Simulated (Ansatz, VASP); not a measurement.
# One calculation of HW4Se8, two programs

The input INCAR:

```
SYSTEM = HW4Se8
ALGO     = Normal         ! electronic algorithm
DIPOL    = 0.5 0.5 0.474
EDIFF    = 1E-6           ! SCF threshold, eV
ENCUT    = 400            ! plane-wave cutoff, eV
GGA      = PE             ! functional
GGA_COMPAT= .False.      
IDIPOL   = 3            
ISIF     = 2              ! what is computed and relaxed
ISMEAR   = 0              ! smearing method
IVDW     = 12             ! dispersion correction
LASPH    = .True.         ! aspherical terms in the spheres
LCHARG   = .False.        ! write CHGCAR
LDIPOL   = .True.       
LREAL    = .False.        ! projectors in reciprocal space
LWAVE    = .False.        ! write WAVECAR
NBANDS   = 124            ! bands
NELM     = 120            ! most SCF steps
NELMDL   = -8           
PREC     = Accurate       ! precision mode
SIGMA    = 0.05           ! smearing width, eV
```

KPOINTS

```
k-points
0
Gamma
  3 3 1
  0 0 0
```

File POSCAR:

```
HW4Se8
1.0
    6.5580551065      0.0000000000      0.0000000000
   -3.2790275533      5.6794423217      0.0000000000
    0.0000000000      0.0000000000     28.4558503180
Se W H
16 8 2
Direct
    0.1666666667      0.3333333333      0.2811372674
    0.1666666667      0.8333333333      0.2811372674
    0.6666666667      0.3333333333      0.2811372674
    0.6666666667      0.8333333333      0.2811372674
    0.1666666667      0.3333333333      0.3995222284
    0.1666666667      0.8333333333      0.3995222284
    0.6666666667      0.3333333333      0.3995222284
    0.6666666667      0.8333333333      0.3995222284
    0.3331744584      0.1663268840      0.5062143577
    0.3332651680      0.6664525894      0.5062113817
    0.8332383981      0.1663846541      0.5062239175
    0.8333301432      0.6664575868      0.5062473653
    0.3332645999      0.1665657878      0.6247511638
    0.3333896337      0.6662904663      0.6247715485
    0.8332631152      0.1664754276      0.6247472469
    0.8331347298      0.6662528717      0.6246704580
    0.3333333333      0.1666666667      0.3403297479
    0.3333333333      0.6666666667      0.3403297479
    0.8333333333      0.1666666667      0.3403297479
    0.8333333333      0.6666666667      0.3403297479
    0.1665820538      0.3330772692      0.5654551205
    0.1667607288      0.8331355582      0.5654752710
    0.6664425970      0.3329107708      0.5654478896
    0.6665634847      0.8331755359      0.5654765730
    0.6993244157      0.7956058677      0.7210989369
    0.6566591690      0.8233663293      0.7434127570
```

Input for Ansatz:

```yaml
crystal:
  lattice:
    - [6.5580551065, 0.0, 0.0]
    - [-3.2790275533, 5.6794423217, 0.0]
    - [0.0, 0.0, 28.455850318]
  atoms:
    - { symbol: Se, position: [0.1666666667, 0.3333333333, 0.2811372674] }
    - { symbol: Se, position: [0.1666666667, 0.8333333333, 0.2811372674] }
    - { symbol: Se, position: [0.6666666667, 0.3333333333, 0.2811372674] }
    - { symbol: Se, position: [0.6666666667, 0.8333333333, 0.2811372674] }
    - { symbol: W, position: [0.3333333333, 0.1666666667, 0.3403297479] }
    - { symbol: W, position: [0.3333333333, 0.6666666667, 0.3403297479] }
    - { symbol: W, position: [0.8333333333, 0.1666666667, 0.3403297479] }
    - { symbol: W, position: [0.8333333333, 0.6666666667, 0.3403297479] }
    - { symbol: Se, position: [0.1666666667, 0.3333333333, 0.3995222284] }
    - { symbol: Se, position: [0.1666666667, 0.8333333333, 0.3995222284] }
    - { symbol: Se, position: [0.6666666667, 0.3333333333, 0.3995222284] }
    - { symbol: Se, position: [0.6666666667, 0.8333333333, 0.3995222284] }
    - { symbol: Se, position: [0.3331744584, 0.166326884, 0.5062143577] }
    - { symbol: Se, position: [0.333265168, 0.6664525894, 0.5062113817] }
    - { symbol: Se, position: [0.8332383981, 0.1663846541, 0.5062239175] }
    - { symbol: Se, position: [0.8333301432, 0.6664575868, 0.5062473653] }
    - { symbol: W, position: [0.1665820538, 0.3330772692, 0.5654551205] }
    - { symbol: W, position: [0.1667607288, 0.8331355582, 0.565475271] }
    - { symbol: W, position: [0.666442597, 0.3329107708, 0.5654478896] }
    - { symbol: W, position: [0.6665634847, 0.8331755359, 0.565476573] }
    - { symbol: Se, position: [0.3332645999, 0.1665657878, 0.6247511638] }
    - { symbol: Se, position: [0.3333896337, 0.6662904663, 0.6247715485] }
    - { symbol: Se, position: [0.8332631152, 0.1664754276, 0.6247472469] }
    - { symbol: Se, position: [0.8331347298, 0.6662528717, 0.624670458] }
    - { symbol: H, position: [0.6993244157, 0.7956058677, 0.7210989369] }
    - { symbol: H, position: [0.656659169, 0.8233663293, 0.743412757] }
basis:
  ecutwfc: 420
kpoints:
  mp_grid: { grid: [3, 3, 1] }
hamiltonian:
  xc: pbe
  dispersion: d3bj
scf:
  occupations: { method: gaussian, width: 0.05 }
output:
  forces: true
  eigenvalues: true
  write_density: true
  volumetric_format: npy
efield:
  axis: 3
  dipole_correction: true
  ramp_width: 0.04
```

Alike in both runs: task single point; functional PBE; dispersion D3(BJ); k mesh 3 × 3 × 1; occupations gaussian, width 0.05 eV; no spin polarisation.

|  | VASP | Ansatz |
| --- | --- | --- |
| version | VASP 6.6.1 | Ansatz 0.2.0 |
| potentials or method | VASP PAW PBE potentials, release 64 (Se, W_sv, H), cutoff 400 eV | scalar-relativistic, plane waves, PAW |
| valence electrons in the cell | 210 | 370 |

```csv
,VASP,Ansatz,Ansatz less VASP
gap on the k mesh at the Fermi level (eV),1.28,1.29,+0.004
least direct gap on the mesh (eV),1.36,1.36,-0.001
rms of the force components (eV/Å),0.029,0.011,-0.0180
```

VASP's potentials hold 210 valence electrons a cell and Ansatz's 370, so a difference there can come from the potentials and not from the codes.

Spin-orbit coupling is off throughout.
